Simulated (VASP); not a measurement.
Here is a VASP 6.6.1 calculation.

INCAR

```
SYSTEM = LiAu2
PREC = Accurate
ENCUT = 520
EDIFF = 1E-6
ISMEAR = 0
SIGMA = 0.1
LREAL = .FALSE.
LASPH = .TRUE.
NELM = 80
ALGO = Normal
ISIF = 2
LWAVE = .FALSE.
LCHARG = .FALSE.
GGA = PE
NBANDS = 34
```

File KPOINTS:

```
regular mesh
0
G
  4 4 4
  0 0 0
```

File POSCAR:

```
LiAu2
1.0
    4.3284649187      0.0000000000      0.0000000000
    0.0000000000      4.3284649187      0.0000000000
    0.0000000000      0.0000000000      5.6732483644
Li Au
2 4
Direct
    0.5000000000      0.5000000000      0.0000000000
    0.5000000000      0.5000000000      0.5000000000
    0.5000000000      0.0000000000      0.2500010960
    0.0000000000      0.5000000000      0.2499989040
    0.0000000000      0.5000000000      0.7500010960
    0.5000000000      0.0000000000      0.7499989040
```

Potentials or basis: VASP PAW PBE potentials, release 64 (Li_sv, Au).

Command:

```console
$ cat potpaw_PBE.64/Li_sv/POTCAR potpaw_PBE.64/Au/POTCAR > POTCAR
$ mpirun -np 1 vasp_std > vasp.out
```

Task: Predict the band gap on the k mesh.

Result: Zero (bands 25 and 26 overlap by 5.44 eV).

Caveat: the k points lie up to 0.36 Å⁻¹ apart, too coarse for converged energies and pressures of a metal; spin-orbit coupling is left out, which moves the levels of the heavy elements.
